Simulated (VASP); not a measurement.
Runs of VASP 6.6.1 on Al2P. The structure is that of space group P4_2/mnm (No. 136), or close to it. The cells are those of the table. 

```tsv
task	cell	k mesh	cutoff (eV)	k mesh for the DOS	occupations for the DOS	gap on the mesh (eV)	pressure (GPa)	relaxed volume (Å³/atom)	largest force (eV/Å)
single point	a = 6.505, b = 6.505, c = 3.231 Å, 6 atoms	4 × 4 × 6	520	-	-	none	-5.6	-	0.02
single point	a = 5.881, b = 5.881, c = 3.545 Å, 6 atoms	6 × 6 × 12	520	-	-	none	(b)	-	-
relaxation of cell and atoms	relaxed from a = 6.230, b = 6.230, c = 3.080 Å, 6 atoms	6 × 6 × 12	600	-	-	none	0.0	20.42	0.01
relaxation of cell and atoms	relaxed from a = 6.505, b = 6.505, c = 3.231 Å, 6 atoms	4 × 4 × 6	600	-	-	none	0.1	(a)	0.02
single point	a = 6.230, b = 6.230, c = 3.080 Å, 6 atoms	4 × 4 × 6	520	-	-	none	-0.2	-	0.02
```

Alike in all rows: level PBE; potentials or basis VASP PAW PBE potentials, release 64 (Al, P); no spin polarisation; smearing gaussian 0.1 eV.

Problem. Fill in the values left out.

Solution. (a) 20.38; (b) -0.1.

A gap of «none» marks levels without a gap at the run's occupations.
